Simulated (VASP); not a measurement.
The system is MgZn4O.

```
Mg Zn O
1.0
     3.45851   -3.51818    0.00000
     3.45851    3.51818    0.00000
     0.00000    0.00000    3.23282
Mg Zn O
1 4 1
Direct
  0.50000 0.50000 0.50000
  0.69180 0.69180 0.00000
  0.79844 0.20156 0.50000
  0.20156 0.79844 0.50000
  0.30820 0.30820 0.00000
  0.00000 0.00000 0.00000
```

```yaml
Program: VASP 6.6.1
Task: relaxation of cell and atoms
Functional: PBE
Potentials_or_basis: VASP PAW PBE potentials, release 64 (Mg, Zn, O)
Cutoff: 600 eV
k_mesh: 3 × 3 × 5
Occupations: gaussian, width 0.2 eV
Spin: no spin polarisation
```

At the start: pressure 41.6 GPa; volume 13.11 Å³/atom.

Problem. How do energy, volume and symmetry change on relaxing?

Solution. Over 13 steps the energy falls by 984.3 meV/atom and the volume is 19.01 Å³/atom (+45.0 %); space group Cmmm (No. 65, to 0.05 Å).

Step by step:
```
step  energy change (eV)  largest force (eV/Å)  pressure (GPa)  volume (Å³)
   1              0.0000                5.5761           41.55        78.67
   2             -5.4040                1.0548           -2.23       124.07
   3             -5.4035                1.1273           -1.66       121.80
   4             -5.4052                1.0941           -1.94       122.80
   5             -5.5762                0.7022           -0.80       119.66
   6             -5.6677                0.3976            1.29       115.63
   7             -5.7774                0.4036            0.52       116.78
   8             -5.8339                0.4260           -0.29       117.97
   9             -5.8768                0.2012           -0.59       117.16
  10             -5.8914                0.1304           -0.78       116.41
  11             -5.9022                0.0723            0.48       113.19
  12             -5.9026                0.0818            0.26       113.69
  13             -5.9057                0.0480            0.20       114.08
```

Final structure:
```cif
data_structure
_symmetry_space_group_name_H-M 'P 1'
_symmetry_Int_Tables_number 1
_cell_length_a 5.9423
_cell_length_b 5.9423
_cell_length_c 3.2311
_cell_angle_alpha 90.000
_cell_angle_beta 90.000
_cell_angle_gamma 90.709
_cell_volume 114.08
loop_
_atom_site_label
_atom_site_type_symbol
_atom_site_fract_x
_atom_site_fract_y
_atom_site_fract_z
_atom_site_occupancy
Mg1 Mg 0.50000 0.50000 0.50000 1
Zn1 Zn 0.75351 0.75351 0.00000 1
Zn2 Zn 0.81162 0.18838 0.50000 1
Zn3 Zn 0.18838 0.81162 0.50000 1
Zn4 Zn 0.24649 0.24649 0.00000 1
O1 O 0.00000 0.00000 0.00000 1
```

Caveat: the k points lie up to 0.39 Å⁻¹ apart in the final cell; the volume moved by over 15 % at a fixed basis, so the end points are rough; the relaxation stopped at a loose force limit of 0.08 eV/Å, so its end isn't a converged minimum.
